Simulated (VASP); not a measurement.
# Cu3O2 (I4/mmm) in VASP: notebook

Runs on Cu3O2. Level: PBE+U. Tasks: single point.

Everything below comes from runs of VASP 6.6.1. Logs are shortened: lines on timing, memory, paths and dates and some standing lists are left out, and cuts for length are marked.

**1. The cell of the first run**

The structure is tetragonal, space group I4/mmm (No. 139). Conventional cell: a = 4.046 Å, b = 4.046 Å, c = 7.347 Å, α = 90.00°, β = 90.00°, γ = 90.00°. Cu (site symmetry 4/mmm) has 4 O at 2.02 Å and 8 Cu at 2.73 Å within 2.8 Å. Cu (site symmetry -4m2) has 2 O at 1.84 Å within 2.4 Å. O (site symmetry mmm) has 4 Cu at 1.84 to 2.02 Å within 2.4 Å.

**2. Single point, PBE+U**

The input, POSCAR:

```
Cu3O2
1.0
   -2.0229820000      2.0229820000      3.6736170000
    2.0229820000     -2.0229820000      3.6736170000
    2.0229820000      2.0229820000     -3.6736170000
Cu O
3 2
Direct
    0.0000000000      0.0000000000      0.0000000000
    0.7500000000      0.2500000000      0.5000000000
    0.2500000000      0.7500000000      0.5000000000
    0.5000000000      0.0000000000      0.5000000000
    0.0000000000      0.5000000000      0.5000000000
```

The input, INCAR.step1:

```
ALGO = Normal
EDIFF = 1E-6
ENCUT = 520
GGA = PE
ISIF = 2
ISMEAR = -1
LASPH = True
LCHARG = True
LDAU = True
LDAUJ = 0 0
LDAUL = 2 -1
LDAUPRINT = 1
LDAUTYPE = 2
LDAUU = 4 0
LMAXMIX = 4
LREAL = False
LWAVE = False
NBANDS = 30
NELM = 150
PREC = Accurate
SIGMA = 0.05
```

The input, KPOINTS.step1:

```
k-points
0
Gamma
  9 9 9
```

The input, INCAR.step2:

```
ALGO = Normal
EDIFF = 1E-6
ENCUT = 520
GGA = PE
ICHARG = 11
ISIF = 2
ISMEAR = -5
LASPH = True
LCHARG = False
LDAU = True
LDAUJ = 0 0
LDAUL = 2 -1
LDAUPRINT = 1
LDAUTYPE = 2
LDAUU = 4 0
LMAXMIX = 4
LORBIT = 11
LREAL = False
LWAVE = False
NBANDS = 30
NEDOS = 1001
NELM = 150
PREC = Accurate
SIGMA = 0.05
```

The input, KPOINTS.step2:

```
k-points
0
Gamma
  14 14 14
```

Potentials or basis: VASP PAW PBE potentials, release 64 (Cu, O).

On the command line:

```
cat potpaw_PBE.64/Cu/POTCAR potpaw_PBE.64/O/POTCAR > POTCAR
cp INCAR.step1 INCAR
cp KPOINTS.step1 KPOINTS
mpirun -np 1 vasp_std > vasp.out
cp INCAR.step2 INCAR
cp KPOINTS.step2 KPOINTS
mpirun -np 1 vasp_std > vasp.out
```

OUTCAR:

```text
EDIFF = 1E-6
   ENCUT = 520
   GGA = PE
   ICHARG = 11
   ISIF = 2
   ISMEAR = -5
   LASPH = True
   LORBIT = 11
   LREAL = False
   NELM = 150
   PREC = Accurate

 ion  position               nearest neighbor table
   1  0.000  0.000  0.000-   4 2.02   5 2.02   5 2.02   4 2.02   2 2.73   3 2.73   2 2.73   3 2.73
                             2 2.73   2 2.73   3 2.73   3 2.73
   2  0.750  0.250  0.500-   4 1.84   5 1.84   1 2.73   1 2.73   1 2.73   1 2.73
   3  0.250  0.750  0.500-   4 1.84   5 1.84   1 2.73   1 2.73   1 2.73   1 2.73
   4  0.500  0.000  0.500-   2 1.84   3 1.84   1 2.02   1 2.02
   5  0.000  0.500  0.500-   2 1.84   3 1.84   1 2.02   1 2.02

  LATTYP: Found a body centered tetragonal cell.
 ALAT       =     4.0459640000
 C/A-ratio  =     1.8159415160

  Lattice vectors:

 A1 = (  -2.0229820000,   2.0229820000,   3.6736170000)
 A2 = (   2.0229820000,  -2.0229820000,   3.6736170000)
 A3 = (   2.0229820000,   2.0229820000,  -3.6736170000)

Analysis of symmetry for initial positions (statically):
=====================================================================
 Subroutine PRICEL returns:
 Original cell was already a primitive cell.

 Routine SETGRP: Setting up the symmetry group for a
 body centered tetragonal supercell.

 Subroutine GETGRP returns: Found 16 space group operations
 (whereof 16 operations were pure point group operations)
 out of a pool of 16 trial point group operations.

The static configuration has the point symmetry D_4h.

Analysis of symmetry for dynamics (positions and initial velocities):
=====================================================================
 Subroutine PRICEL returns:
 Original cell was already a primitive cell.

 Routine SETGRP: Setting up the symmetry group for a
 body centered tetragonal supercell.

 Subroutine GETGRP returns: Found 16 space group operations
 (whereof 16 operations were pure point group operations)
 out of a pool of 16 trial point group operations.

The dynamic configuration has the point symmetry D_4h.

 Subroutine INISYM returns: Found 16 space group operations
 (whereof 16 operations are pure point group operations),
 and found     1 'primitive' translations

----------------------------------------------------------------------------------------

                                     Primitive cell

  volume of cell :      60.1365

  direct lattice vectors                    reciprocal lattice vectors
    -2.022982000  2.022982000  3.673617000     0.000000000  0.247159886  0.136105642
     2.022982000 -2.022982000  3.673617000     0.247159886  0.000000000  0.136105642
     2.022982000  2.022982000 -3.673617000     0.247159886  0.247159886  0.000000000

  length of vectors
     4.656218875  4.656218875  4.656218875     0.282157323  0.282157323  0.349536863

  position of ions in fractional coordinates (direct lattice)
     0.000000000  0.000000000  0.000000000
     0.750000000  0.250000000  0.500000000
     0.250000000  0.750000000  0.500000000
     0.500000000  0.000000000  0.500000000
     0.000000000  0.500000000  0.500000000

  ion indices of the primitive-cell ions
   primitive index   ion index
                 1           1
                 2           2
                 3           3
                 4           4
                 5           5

----------------------------------------------------------------------------------------

 KPOINTS: k-points

Automatic generation of k-mesh.
 Grid dimensions read from file:
[... 25 lines left out ...]
  0.071429  0.000000 -0.000000      8.000000
  0.142857  0.000000 -0.000000      8.000000
  0.214286 -0.000000  0.000000      8.000000
  0.285714  0.000000  0.000000      8.000000
  0.357143 -0.000000  0.000000      8.000000
[... 16 lines left out ...]
  0.214286  0.142857 -0.000000     16.000000
  0.285714  0.142857 -0.000000     16.000000
 [... further k-points ...]
   k-points           NKPTS =    244   k-points in BZ     NKDIM =    244   number of bands    NBANDS=     30
   number of dos      NEDOS =   1001   number of ions     NIONS =      5
   total plane-waves  NPLWV =  46656
   dimension x,y,z NGX =    36 NGY =   36 NGZ =   36
   dimension x,y,z NGXF=    72 NGYF=   72 NGZF=   72
   ions per type =               3   2
   NGX,Y,Z   is equivalent  to a cutoff of  12.85, 12.85, 12.85 a.u.
   NGXF,Y,Z  is equivalent  to a cutoff of  25.71, 25.71, 25.71 a.u.
 SYSTEM =  unknown system
   PREC   = accura    normal or accurate (medium, high low for compatibility)
   ISTART =      0    job   : 0-new  1-cont  2-samecut
   ICHARG =     11    charge: 1-file 2-atom 10-const
   ISPIN  =      1    spin polarized calculation?
   LNONCOLLINEAR =      F non collinear calculations
   LSORBIT =      F    spin-orbit coupling
   LASPH  =      T    aspherical Exc in radial PAW
   ENCUT  =  520.0 eV  38.22 Ry    6.18 a.u.   8.66  8.66  8.66*2*pi/ulx,y,z
   NELM   =    150;   NELMIN=  2; NELMDL=  0     # of ELM steps
   EDIFF  = 0.1E-05   stopping-criterion for ELM
   LREAL  =      F    real-space projection
[... 7 lines left out ...]
   TEBEG  =    0.0;   TEEND  =   0.0 temperature during run
   PSTRESS=    0.0 pullay stress
   NELECT =      45.0000    total number of electrons
   NUPDOWN=      -1.0000    fix difference up-down
   EMIN   =  10.00;   EMAX   =-10.00  energy-range for DOS
   EFERMI =   0.00;   METHOD = LEGACY
   ISMEAR =    -5;   SIGMA  =   0.05  broadening in eV -4-tet -1-fermi 0-gaus
   EFERMI_NEDOS =   21; number of points for ismear=-14 and -15
   IALGO  =     38    algorithm
   IMIX   =      4    mixing-type and parameters
     AMIX     =   0.40;   BMIX     =  1.00
     AMIX_MAG =   1.60;   BMIX_MAG =  1.00
  volume/ion in A,a.u.               =      12.03        81.16
  Fermi-wavevector in a.u.,A,eV,Ry     =   1.486277  2.808656 30.055525  2.209019
  Thomas-Fermi vector in A             =   2.599583
   LORBIT       =     11    0 simple, 1 ext, 2 COOP (PROOUT), +10 PAW based schemes
 LDA+U is selected, type is set to LDAUTYPE =  2
   angular momentum for each species LDAUL =     2   -1
   U (eV)           for each species LDAUU =   4.0  0.0
   J (eV)           for each species LDAUJ =   0.0  0.0
   GGA     = PE    functional components
   LHFCALC =     F    Hartree Fock is set to
   AEXX    =    0.0000 exact exchange contribution
   IVDW    =     0    specifies the selected vdW correction
   LEPSILON=     F    determine dielectric tensor
   LRPA    =     F    only Hartree local field effects (RPA)
 non-spin polarized calculation
 Fermi weights with tetrahedron method with Bloechl corrections
  energy-cutoff  :      520.00
  volume of cell :       60.14
 maximum number of plane-waves:      1661

atom =   1  type =  1  l = 2

 onsite density matrix

spin component  1
[... 83 lines left out ...]
  o =  0.8507  v =  0.0000  0.0000 -1.0000  0.0000  0.0000  0.0000  0.0000  0.0000  0.0000  0.0000      0.0000  0.0000  0.0000  0.0000  0.0000  0.0000  0.0000  0.0000  0.0000  0.0000
  o =  0.8507  v =  0.0000  0.0000  0.0000  0.0000  0.0000  0.0000  0.0000 -1.0000  0.0000  0.0000      0.0000  0.0000  0.0000  0.0000  0.0000  0.0000  0.0000  0.0000  0.0000  0.0000
  o =  0.9486  v =  0.0000  0.0000 -0.0000  0.0000 -1.0000  0.0000  0.0000  0.0000  0.0000  0.0000      0.0000  0.0000  0.0000  0.0000  0.0000  0.0000  0.0000  0.0000  0.0000  0.0000
  o =  0.9486  v =  0.0000  0.0000  0.0000  0.0000  0.0000  0.0000  0.0000 -0.0000  0.0000 -1.0000      0.0000  0.0000  0.0000  0.0000  0.0000  0.0000  0.0000  0.0000  0.0000  0.0000
  o =  0.9495  v =  0.0000  0.0000  0.0000  0.0000  0.0000  1.0000  0.0000  0.0000  0.0000  0.0000      0.0000  0.0000  0.0000  0.0000  0.0000  0.0000  0.0000  0.0000  0.0000  0.0000
  o =  0.9495  v =  1.0000  0.0000  0.0000  0.0000  0.0000  0.0000  0.0000  0.0000  0.0000  0.0000      0.0000  0.0000  0.0000  0.0000  0.0000  0.0000  0.0000  0.0000  0.0000  0.0000
  o =  0.9631  v =  0.0000  0.9641  0.0000 -0.2656  0.0000  0.0000  0.0000  0.0000  0.0000  0.0000      0.0000  0.0000  0.0000  0.0000  0.0000  0.0000  0.0000  0.0000  0.0000  0.0000
  o =  0.9631  v =  0.0000  0.0000  0.0000  0.0000  0.0000  0.0000  0.9641  0.0000 -0.2656  0.0000      0.0000  0.0000  0.0000  0.0000  0.0000  0.0000  0.0000  0.0000  0.0000  0.0000
  o =  0.9631  v =  0.0000  0.0000  0.0000  0.0000  0.0000  0.0000  0.2656  0.0000  0.9641  0.0000      0.0000  0.0000  0.0000  0.0000  0.0000  0.0000  0.0000  0.0000  0.0000  0.0000
  o =  0.9631  v =  0.0000  0.2656  0.0000  0.9641  0.0000  0.0000  0.0000  0.0000  0.0000  0.0000      0.0000  0.0000  0.0000  0.0000  0.0000  0.0000  0.0000  0.0000  0.0000  0.0000

 number of electron      45.0000018 magnetization

 Free energy of the ion-electron system (eV)
  ---------------------------------------------------
  ext. energy  EPLUGINS =         0.00000000
  ---------------------------------------------------
  free energy    TOTEN  =       -18.75440260 eV

  energy without entropy =      -18.75440260  energy(sigma->0) =      -18.75440260

 E-fermi :   3.8949     XC(G=0): -11.0970

 val. band max:        3.9054509347   @ k =  -0.1429  -0.2143   0.0714
 cond. band min:       3.8951979071   @ k =  -0.3571   0.1429   0.0714
 fundamental gap:     -0.0102530276
 Fermi energy:         3.8949471685

 k-point     1 :       0.0000    0.0000    0.0000
  band No.  band energies     occupation
      1     -14.8663      2.00000
      2     -13.6420      2.00000
      3      -2.4973      2.00000
      4      -1.5604      2.00000
      5      -1.5604      2.00000
      6      -0.6681      2.00000
[... 781 lines left out ...]
     29      14.4145      0.00000
     30      15.5412      0.00000

 [... further k-points ...]
[... 5 lines left out ...]
  --------------------------------------------------------------------------------------
  -------------------------------------------------------------------------------------
  Total        0.0767090      0.0767090     -0.4019919      0.0000000      0.0000000      0.0000000
  in kB        2.0437091      2.0437091    -10.7100136      0.0000000      0.0000000      0.0000000
  external PRESSURE =      -2.2075318 kB  Pullay stress =       0.0000000 kB

 VOLUME and BASIS-vectors are now :
 -----------------------------------------------------------------------------
  energy-cutoff  :      520.00
  volume of cell :       60.14
      direct lattice vectors                 reciprocal lattice vectors
    -2.022982000  2.022982000  3.673617000     0.000000000  0.247159886  0.136105642
     2.022982000 -2.022982000  3.673617000     0.247159886  0.000000000  0.136105642
     2.022982000  2.022982000 -3.673617000     0.247159886  0.247159886  0.000000000

 POSITION                                       TOTAL-FORCE (eV/Angst)
 -----------------------------------------------------------------------------------
      0.00000      0.00000      0.00000         0.000000      0.000000     -0.000000
      0.00000      2.02298      1.83681         0.000000     -0.000000      0.000000
      2.02298      0.00000      1.83681        -0.000000     -0.000000      0.000000
      0.00000      2.02298      0.00000         0.000000      0.000000     -0.000000
      2.02298      0.00000      0.00000         0.000000      0.000000     -0.000000
 -----------------------------------------------------------------------------------
    total drift:                                0.000000      0.000000      0.000000

  FREE ENERGIE OF THE ION-ELECTRON SYSTEM (eV)
  ---------------------------------------------------
  free  energy   TOTEN  =       -18.7544025989 eV

  energy  without entropy=      -18.7544025989  energy(sigma->0) =      -18.75440260

 total charge

# of ion       s       p       d       tot
------------------------------------------
    1        0.339   0.344   9.268   9.951
    2        0.397   0.344   9.329  10.070
    3        0.397   0.344   9.329  10.070
    4        1.555   3.409   0.000   4.964
    5        1.555   3.409   0.000   4.964
--------------------------------------------------
tot          4.243   7.850  27.925  40.018
```

Run time: 12 min. Hardware: 1 thread of Oxide Virtual Turin-like, shared host; peak memory 0.42 GiB.

Results:

```
Valence electrons inside the program's atomic spheres : Cu 9.95, 10.07 (each value once); O 4.96
```

Eigenvalues of the final occupation matrices:
```csv
site,spin,trace,eigenvalues
site 1 d,1,4.65,0.84 0.91 0.96 0.96 0.98
site 1 d,2,4.65,0.84 0.91 0.96 0.96 0.98
site 2 d,1,4.67,0.85 0.95 0.95 0.96 0.96
site 2 d,2,4.67,0.85 0.95 0.95 0.96 0.96
site 3 d,1,4.67,0.85 0.95 0.95 0.96 0.96
site 3 d,2,4.67,0.85 0.95 0.95 0.96 0.96
```

Caveat: U without spin polarisation on a metal has little footing.

(Continued in part 2 of 2.)
